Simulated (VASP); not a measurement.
# Cu (P6/mmm) in VASP: a series of runs

The runs below take Cu through relaxation of cell and atoms, with PBE.

Program: VASP 6.6.1. These are calculated values, not measurements. Logs are shortened: lines on timing, memory, paths and dates and some standing lists are left out, and cuts for length are marked.

## Step 1: The cell of the first run

The structure is hexagonal, space group P6/mmm (No. 191). The conventional cell has a = 2.388 Å, b = 2.388 Å, c = 2.245 Å, α = 90.00°, β = 90.00°, γ = 120.00°. Within 3.0 Å of Cu (site symmetry 6/mmm) lie 8 Cu at 2.24 to 2.39 Å.

## Step 2: Relaxation of cell and atoms, PBE, target pressure 20 GPa, at which the enthalpy is minimised

The input, INCAR:

```
SYSTEM = Cu
PREC     = Accurate       ! precision mode
ENCUT    = 600            ! plane-wave cutoff, eV
EDIFF    = 1E-6           ! SCF threshold, eV
ISMEAR   = -1             ! smearing method
SIGMA    = 0.1            ! smearing width, eV
LREAL    = .False.        ! projectors in reciprocal space
LASPH    = .True.         ! aspherical terms in the spheres
NELM     = 80             ! most SCF steps
ALGO     = Normal         ! electronic algorithm
ISIF     = 3              ! what is computed and relaxed
LWAVE    = .False.        ! write WAVECAR
LCHARG   = .False.        ! write CHGCAR
GGA      = PE             ! functional
IBRION   = 2              ! ionic algorithm
NSW      = 60             ! ionic steps
EDIFFG   = -0.005         ! ionic threshold
PSTRESS  = 200.0
```

The input, KPOINTS:

```
regular mesh
0
Gamma
  18 18 17
  0 0 0
```

The input, POSCAR:

```
Cu
1.0
    2.3882830628      0.0000000000      0.0000000000
   -1.1941415314      2.0683138038      0.0000000000
    0.0000000000      0.0000000000      2.2449860790
Cu
1
Direct
    0.0000000000      0.0000000000      0.0000000000
```

Potentials or basis: VASP PAW PBE potentials, release 64 (Cu).

The run is started by

```console
$ cat potpaw_PBE.64/Cu/POTCAR > POTCAR
$ mpirun -np 1 vasp_std > vasp.out
```

OUTCAR:

```text
SYSTEM = Cu
   PREC = Accurate
   ENCUT = 600
   EDIFF = 1E-6
   ISMEAR = -1
   LREAL = .False.
   LASPH = .True.
   NELM = 80
   ISIF = 3
   GGA = PE
   IBRION = 2
   NSW = 60
   EDIFFG = -0.005
   PSTRESS = 200.0

 ion  position               nearest neighbor table
   1  0.000  0.000  0.000-

  LATTYP: Found a hexagonal cell.
 ALAT       =     2.3882830628
 C/A-ratio  =     0.9400000000

  Lattice vectors:

 A1 = (   2.3882830628,   0.0000000000,   0.0000000000)
 A2 = (  -1.1941415314,   2.0683138038,   0.0000000000)
 A3 = (   0.0000000000,   0.0000000000,   2.2449860790)

Analysis of symmetry for initial positions (statically):
=====================================================================
 Subroutine PRICEL returns:
 Original cell was already a primitive cell.

 Routine SETGRP: Setting up the symmetry group for a
 hexagonal supercell.

 Subroutine GETGRP returns: Found 24 space group operations
 (whereof 24 operations were pure point group operations)
 out of a pool of 24 trial point group operations.

The static configuration has the point symmetry D_6h.

Analysis of symmetry for dynamics (positions and initial velocities):
=====================================================================
 Subroutine PRICEL returns:
 Original cell was already a primitive cell.

 Routine SETGRP: Setting up the symmetry group for a
 hexagonal supercell.

 Subroutine GETGRP returns: Found 24 space group operations
 (whereof 24 operations were pure point group operations)
 out of a pool of 24 trial point group operations.

The dynamic configuration has the point symmetry D_6h.

 Subroutine INISYM returns: Found 24 space group operations
 (whereof 24 operations are pure point group operations),
 and found     1 'primitive' translations

----------------------------------------------------------------------------------------

                                     Primitive cell

  volume of cell :      11.0896

  direct lattice vectors                    reciprocal lattice vectors
     2.388283063  0.000000000  0.000000000     0.418710837  0.241742814  0.000000000
    -1.194141531  2.068313804  0.000000000     0.000000000  0.483485629  0.000000000
     0.000000000  0.000000000  2.244986079     0.000000000  0.000000000  0.445437061

  length of vectors
     2.388283063  2.388283063  2.244986079     0.483485629  0.483485629  0.445437061

  position of ions in fractional coordinates (direct lattice)
     0.000000000  0.000000000  0.000000000

  ion indices of the primitive-cell ions
   primitive index   ion index
                 1           1

----------------------------------------------------------------------------------------

 KPOINTS: regular mesh

Automatic generation of k-mesh.
 Grid dimensions read from file:
 generate k-points for:   18   18   17

 Generating k-lattice:

  Cartesian coordinates                     Fractional coordinates (reciprocal lattice)
     0.023261713  0.013430156  0.000000000     0.055555556  0.000000000  0.000000000
     0.000000000  0.026860313  0.000000000     0.000000000  0.055555556  0.000000000
     0.000000000  0.000000000  0.026202180     0.000000000  0.000000000  0.058823529

  Length of vectors
     0.026860313  0.026860313  0.026202180

  Shift w.r.t. Gamma in fractional coordinates (k-lattice)
     0.000000000  0.000000000  0.000000000

 Subroutine IBZKPT returns following result:
 ===========================================

 Found    333 irreducible k-points:

 Following reciprocal coordinates:
            Coordinates               Weight
  0.000000  0.000000  0.000000      1.000000
  0.055556  0.000000  0.000000      6.000000
  0.111111  0.000000  0.000000      6.000000
  0.166667  0.000000  0.000000      6.000000
  0.222222  0.000000  0.000000      6.000000
  0.277778  0.000000  0.000000      6.000000
[... 16 lines left out ...]
  0.333333  0.111111  0.000000     12.000000
  0.388889  0.111111  0.000000     12.000000
 [... further k-points ...]
   k-points           NKPTS =    333   k-points in BZ     NKDIM =    333   number of bands    NBANDS=      9
   number of dos      NEDOS =    301   number of ions     NIONS =      1
   total plane-waves  NPLWV =   7200
   dimension x,y,z NGX =    20 NGY =   20 NGZ =   18
   dimension x,y,z NGXF=    40 NGYF=   40 NGZF=   36
   ions per type =               1
   NGX,Y,Z   is equivalent  to a cutoff of  13.92, 13.92, 13.33 a.u.
   NGXF,Y,Z  is equivalent  to a cutoff of  27.84, 27.84, 26.66 a.u.
 SYSTEM =  Cu
   PREC   = accura    normal or accurate (medium, high low for compatibility)
   ISTART =      0    job   : 0-new  1-cont  2-samecut
   ICHARG =      2    charge: 1-file 2-atom 10-const
   ISPIN  =      1    spin polarized calculation?
   LNONCOLLINEAR =      F non collinear calculations
   LSORBIT =      F    spin-orbit coupling
   LASPH  =      T    aspherical Exc in radial PAW
   ENCUT  =  600.0 eV  44.10 Ry    6.64 a.u.   4.77  4.77  4.48*2*pi/ulx,y,z
   NELM   =     80;   NELMIN=  2; NELMDL= -5     # of ELM steps
   EDIFF  = 0.1E-05   stopping-criterion for ELM
   LREAL  =      F    real-space projection
   EDIFFG = -.5E-02   stopping-criterion for IOM
   NSW    =     60    number of steps for IOM
   IBRION =      2    ionic relax: 0-MD 1-quasi-New 2-CG
   NFREE  =      1    steps in history (QN), initial steepest desc. (CG)
   ISIF   =      3    stress and relaxation
   ISYM   =      2    0-nonsym 1-usesym 2-fastsym
   POTIM  = 0.5000    time-step for ionic-motion
   TEBEG  =    0.0;   TEEND  =   0.0 temperature during run
   PSTRESS=  200.0 pullay stress
   NELECT =      11.0000    total number of electrons
   NUPDOWN=      -1.0000    fix difference up-down
   EMIN   =  10.00;   EMAX   =-10.00  energy-range for DOS
   EFERMI =   0.00;   METHOD = LEGACY
   ISMEAR =    -1;   SIGMA  =   0.10  broadening in eV -4-tet -1-fermi 0-gaus
   EFERMI_NEDOS =   21; number of points for ismear=-14 and -15
   IALGO  =     38    algorithm
   IMIX   =      4    mixing-type and parameters
     AMIX     =   0.40;   BMIX     =  1.00
     AMIX_MAG =   1.60;   BMIX_MAG =  1.00
  volume/ion in A,a.u.               =      11.09        74.84
  Fermi-wavevector in a.u.,A,eV,Ry     =   1.632678  3.085313 36.268181  2.665636
  Thomas-Fermi vector in A             =   2.724609
   LORBIT       =      0    0 simple, 1 ext, 2 COOP (PROOUT), +10 PAW based schemes
   GGA     = PE    functional components
   LHFCALC =     F    Hartree Fock is set to
   AEXX    =    0.0000 exact exchange contribution
   IVDW    =     0    specifies the selected vdW correction
   LEPSILON=     F    determine dielectric tensor
   LRPA    =     F    only Hartree local field effects (RPA)
 conjugate gradient relaxation of ions
 non-spin polarized calculation
  energy-cutoff  :      600.00
  volume of cell :       11.09
 maximum number of plane-waves:       393
 NGX is ok and might be reduce to    20
   NGX =  9   NGY =  9   NGZ =  9

--------------------------------------- Ionic step        1  -------------------------------------------

 number of electron      11.0000009 magnetization

 Free energy of the ion-electron system (eV)
  ---------------------------------------------------
  ext. energy  EPLUGINS =         0.00000000
  ---------------------------------------------------
  free energy    TOTEN  =        -3.31195353 eV

  energy without entropy =       -3.30351698  energy(sigma->0) =       -3.30773526

------------------------ aborting loop because EDIFF is reached ----------------------------------------

  FORCE on cell =-STRESS in cart. coord.  units (eV):
  Direction    XX          YY          ZZ          XY          YZ          ZX
  --------------------------------------------------------------------------------------
  -------------------------------------------------------------------------------------
  Total        1.6200386      1.6200386      2.6942219     -0.0000000     -0.0000000      0.0000000
  in kB      234.0561513    234.0561513    389.2494974     -0.0000000     -0.0000000      0.0000000
  external PRESSURE =      85.7872667 kB  Pullay stress =     200.0000000 kB
[... 90 lines left out ...]
  FREE ENERGIE OF THE ION-ELECTRON SYSTEM (eV)
  ---------------------------------------------------
  free  energy   TOTEN  =        -3.3924757700 eV

  energy  without entropy=       -3.3840665509  energy(sigma->0) =       -3.38827116

  enthalpy is  TOTEN    =        -1.9482347147 eV   P V=        1.4442410553

[... ionic steps 4 to 9 ...]

--------------------------------------- Ionic step       10  -------------------------------------------

 number of electron      11.0000007 magnetization

------------------------ aborting loop because EDIFF is reached ----------------------------------------

  FORCE on cell =-STRESS in cart. coord.  units (eV):
  Direction    XX          YY          ZZ          XY          YZ          ZX
  --------------------------------------------------------------------------------------
  -------------------------------------------------------------------------------------
  Total        1.4303135      1.4303135      1.4215400      0.0000000      0.0000000     -0.0000000
  in kB      198.7864404    198.7864404    197.5670931      0.0000000      0.0000000     -0.0000000
  external PRESSURE =      -1.6200087 kB  Pullay stress =     200.0000000 kB
[... 59 lines left out ...]
  enthalpy is  TOTEN    =        -1.9486233230 eV   P V=        1.4379705382

--------------------------------------- Ionic step       12  -------------------------------------------

 number of electron      11.0000006 magnetization

 Free energy of the ion-electron system (eV)
  ---------------------------------------------------
  ext. energy  EPLUGINS =         0.00000000
  ---------------------------------------------------
  free energy    TOTEN  =        -3.38678100 eV

  energy without entropy =       -3.37848671  energy(sigma->0) =       -3.38263385

 E-fermi :   7.8591     XC(G=0): -12.8187

 val. band max:        7.8018154540   @ k =   0.3889   0.1111   0.0588
 cond. band min:       7.8622149113   @ k =   0.2222   0.0556   0.4118
 fundamental gap:      0.0603994572
 Fermi energy:         7.8591232246

 k-point     1 :       0.0000    0.0000    0.0000
  band No.  band energies     occupation
      1      -1.6040      2.00000
      2       3.2656      2.00000
      3       4.7132      2.00000
      4       4.7132      2.00000
      5       6.3147      2.00000
      6       6.3147      2.00000
      7      25.8725      0.00000
      8      30.6721      0.00000
      9      31.2713      0.00000
[... 265 lines left out ...]
 k-point    24 :       0.3889    0.1111    0.0000
  band No.  band energies     occupation
      1       2.7724      2.00000
      2       3.7529      2.00000
      3       5.2536      2.00000
      4       5.3830      2.00000
      5       6.0454      2.00000
      6       7.6774      1.72058
      7      12.7857      0.00000
      8      21.0724      0.00000
      9      32.9259      0.00000

 [... further k-points ...]
[... 5 lines left out ...]
  --------------------------------------------------------------------------------------
  -------------------------------------------------------------------------------------
  Total        1.4333272      1.4333272      1.4390223      0.0000000      0.0000000      0.0000000
  in kB      199.3282281    199.3282281    200.1202150      0.0000000      0.0000000      0.0000000
  external PRESSURE =      -0.4077763 kB  Pullay stress =     200.0000000 kB
[... 16 lines left out ...]
  FREE ENERGIE OF THE ION-ELECTRON SYSTEM (eV)
  ---------------------------------------------------
  free  energy   TOTEN  =        -3.3867810039 eV

  energy  without entropy=       -3.3784867059  energy(sigma->0) =       -3.38263385

  enthalpy is  TOTEN    =        -1.9486231935 eV   P V=        1.4381578105

 reached required accuracy - stopping structural energy minimisation
```

It took 1.8 min on 1 thread of Intel Xeon Platinum 8488C (Sapphire Rapids), shared host; peak memory 0.18 GiB.

What came out:

* Free energy: -3.3868 eV
* Relaxed volume: 11.52 Å³/atom
* Relaxed cell: a = 2.395 Å, b = 2.395 Å, c = 2.319 Å, α = 90.00°, β = 90.00°, γ = 120.00°
* Space group after relaxing (to 0.05 Å): P6/mmm (No. 191)
* Energy change on relaxing (the enthalpy is what falls): -74.8 meV/atom
* Ionic steps: 12
* Pressure after relaxing: 20.0 GPa

Stress tensor (GPa, compression positive):
```
19.93  0.00  0.00
 0.00 19.93  0.00
 0.00  0.00 20.01
```

The path:
```
step  energy change (eV)  largest force (eV/Å)  pressure (GPa)  volume (Å³)
   1              0.0000                0.0000           28.58        11.09
   2             -0.1238                0.0000           11.66        12.06
   3             -0.0805                0.0000           18.96        11.57
   4             -0.0793                0.0000           19.20        11.56
   5             -0.0693                0.0000           20.79        11.48
   6             -0.0736                0.0000           20.15        11.51
   7             -0.0737                0.0000           20.14        11.51
   8             -0.0766                0.0000           19.65        11.54
   9             -0.0739                0.0000           20.16        11.51
  10             -0.0757                0.0000           19.84        11.53
  11             -0.0746                0.0000           19.99        11.52
  12             -0.0748                0.0000           19.96        11.52
```

Final structure:
```
CELL_PARAMETERS angstrom
2.39502 0.00000 0.00000
-1.19751 2.07415 0.00000
0.00000 0.00000 2.31920
ATOMIC_POSITIONS crystal
Cu 0.00000 0.00000 0.00000
```

Levels at points of the mesh, in eV from the Fermi level:
```
           k point  band 2  band 3  band 4  band 5  band 6  band 7  band 8  band 9
(0.00, 0.00, 0.00)   -4.59   -3.15   -3.15   -1.54   -1.54   18.01   22.81   23.41
(0.50, 0.00, 0.00)   -4.10   -2.54   -1.74   -1.39   -1.06    3.98   16.24   21.55
```

Caveat: the cell is relaxed towards a set pressure, so the enthalpy falls and the energy may rise.

## Step 3: Relaxation of cell and atoms, PBE, target pressure 20 GPa, at which the enthalpy is minimised

This run uses another cell than the first one, of 11.49 Å³/atom, 1.036 times its volume.

The input, INCAR:

```
SYSTEM = Cu
ALGO = Normal
EDIFF = 1E-6
EDIFFG = -0.005
ENCUT = 600
GGA = PE
IBRION = 2
ISIF = 3
ISMEAR = -1
LASPH = .TRUE.
LCHARG = .FALSE.
LREAL = .FALSE.
LWAVE = .FALSE.
NELM = 60
NSW = 32
PREC = Accurate
PSTRESS = 200.0
SIGMA = 0.1
```

The input, KPOINTS:

```
k-points
0
G
  18 18 17
  0 0 0
```

The input, POSCAR:

```
Cu
1.0
    2.3922642305      0.0000000000      0.0000000000
   -1.1961321153      2.0717615962      0.0000000000
    0.0000000000      0.0000000000      2.3182186818
Cu
1
Direct
    0.0000000000      0.0000000000      0.0000000000
```

Potentials or basis: VASP PAW PBE potentials, release 64 (Cu).

The run is started by

```console
$ cat potpaw_PBE.64/Cu/POTCAR > POTCAR
$ mpirun -np 1 vasp_std > vasp.out
```

OUTCAR:

```text
SYSTEM = Cu
   EDIFF = 1E-6
   EDIFFG = -0.005
   ENCUT = 600
   GGA = PE
   IBRION = 2
   ISIF = 3
   ISMEAR = -1
   LASPH = .TRUE.
   LREAL = .FALSE.
   NELM = 60
   NSW = 32
   PREC = Accurate
   PSTRESS = 200.0

 ion  position               nearest neighbor table
   1  0.000  0.000  0.000-

  LATTYP: Found a hexagonal cell.
 ALAT       =     2.3922642305
 C/A-ratio  =     0.9690479222

  Lattice vectors:

 A1 = (   2.3922642305,   0.0000000000,   0.0000000000)
 A2 = (  -1.1961321153,   2.0717615962,   0.0000000000)
 A3 = (   0.0000000000,   0.0000000000,   2.3182186818)

Analysis of symmetry for initial positions (statically):
=====================================================================
 Subroutine PRICEL returns:
[... 287 lines left out ...]
  free energy    TOTEN  =        -3.38655896 eV

  energy without entropy =       -3.37827068  energy(sigma->0) =       -3.38241482

 E-fermi :   7.8619     XC(G=0): -12.8199

 val. band max:        7.8051967677   @ k =   0.3889   0.1111   0.0588
 cond. band min:       7.8642321135   @ k =   0.2222   0.0556   0.4118
 fundamental gap:      0.0590353458
 Fermi energy:         7.8618865439

 k-point     1 :       0.0000    0.0000    0.0000
  band No.  band energies     occupation
      1      -1.6030      2.00000
      2       3.2674      2.00000
      3       4.7150      2.00000
      4       4.7150      2.00000
      5       6.3169      2.00000
      6       6.3169      2.00000
      7      25.8684      0.00000
      8      30.6705      0.00000
      9      31.2794      0.00000
[... 265 lines left out ...]
 k-point    24 :       0.3889    0.1111    0.0000
  band No.  band energies     occupation
      1       2.7737      2.00000
      2       3.7557      2.00000
      3       5.2559      2.00000
      4       5.3841      2.00000
      5       6.0474      2.00000
      6       7.6808      1.71892
      7      12.7914      0.00000
      8      21.0803      0.00000
      9      32.9340      0.00000

 [... further k-points ...]
[... 5 lines left out ...]
  --------------------------------------------------------------------------------------
  -------------------------------------------------------------------------------------
  Total        1.4385412      1.4385412      1.4339405     -0.0000000      0.0000000      0.0000000
  in kB      200.0949055    200.0949056    199.4549607     -0.0000000      0.0000000      0.0000000
  external PRESSURE =      -0.1184094 kB  Pullay stress =     200.0000000 kB
[... 20 lines left out ...]
  energy  without entropy=       -3.3782706811  energy(sigma->0) =       -3.38241482

  enthalpy is  TOTEN    =        -1.9487000396 eV   P V=        1.4378589166

 reached required accuracy - stopping structural energy minimisation
```

OSZICAR:

```text
N       E                     dE             d eps       ncg     rms          rms(c)
DAV:   1     0.395411975092E+02    0.39541E+02   -0.62528E+03  6082   0.232E+03
DAV:   2    -0.375398636768E+01   -0.43295E+02   -0.41538E+02  6023   0.208E+02
DAV:   3    -0.422832406443E+01   -0.47434E+00   -0.47347E+00  7298   0.312E+01
[... 23 lines left out ...]
       N       E                     dE             d eps       ncg     rms          rms(c)
DAV:   1    -0.338657265200E+01   -0.35800E-03   -0.24689E-04  6123   0.419E-01    0.301E-02
DAV:   2    -0.338656291446E+01    0.97375E-05   -0.18616E-04  6273   0.324E-01    0.112E-02
DAV:   3    -0.338655896184E+01    0.39526E-05   -0.27691E-05  5896   0.129E-01    0.437E-03
DAV:   4    -0.338655895621E+01    0.56325E-08   -0.48646E-07  3141   0.104E-02
   4 F= -.19487000E+01 E0= -.19445559E+01  d E =-.485853E-04
```

CONTCAR:

```text
Cu
   1.00000000000000
     2.3946643106855334   -0.0000000000017496    0.0000000000000000
    -1.1973321553943321    2.0738401266140323   -0.0000000000000000
     0.0000000000000000    0.0000000000000000    2.3194069099141990
  Cu
     1
Direct
     0.0000000000000000    0.0000000000000000    0.0000000000000000

  0.00000000E+00  0.00000000E+00  0.00000000E+00
```

Wall time 39 s (1 thread of Intel Xeon Platinum 8488C (Sapphire Rapids), shared host); peak memory 0.17 GiB.

Results:

* Free energy: -3.3866 eV
* Relaxed volume: 11.52 Å³/atom
* Relaxed cell: a = 2.395 Å, b = 2.395 Å, c = 2.319 Å, α = 90.00°, β = 90.00°, γ = 120.00°
* Space group after relaxing (to 0.05 Å): P6/mmm (No. 191)
* Energy change on relaxing (the enthalpy is what falls): -3.7 meV/atom
* Ionic steps: 4
* Pressure after relaxing: 20.0 GPa

Step by step:
```csv
step,energy change (eV),largest force (eV/Å),pressure (GPa),volume (Å³)
1,0.0000,0.0000,20.57,11.49
2,-0.0085,0.0000,19.35,11.56
3,-0.0033,0.0000,20.03,11.52
4,-0.0037,0.0000,19.99,11.52
```

Final structure:
```yaml
crystal:
  lattice:
    - [2.39466, 0.00000, 0.00000]
    - [-1.19733, 2.07384, 0.00000]
    - [0.00000, 0.00000, 2.31941]
  atoms:
    - { symbol: Cu, position: [0.00000, 0.00000, 0.00000] }
```

Levels at points of the mesh, in eV from the Fermi level:
```csv
k point,band 4,band 5,band 6,band 7,band 8,band 9
"(0.00, 0.00, 0.00)",-3.15,-1.54,-1.54,18.01,22.81,23.42
"(0.50, 0.00, 0.00)",-1.75,-1.39,-1.06,3.98,16.24,21.55
```

Caveat: the cell is relaxed towards a set pressure, so the enthalpy falls and the energy may rise.

[end of part 1 of 2]
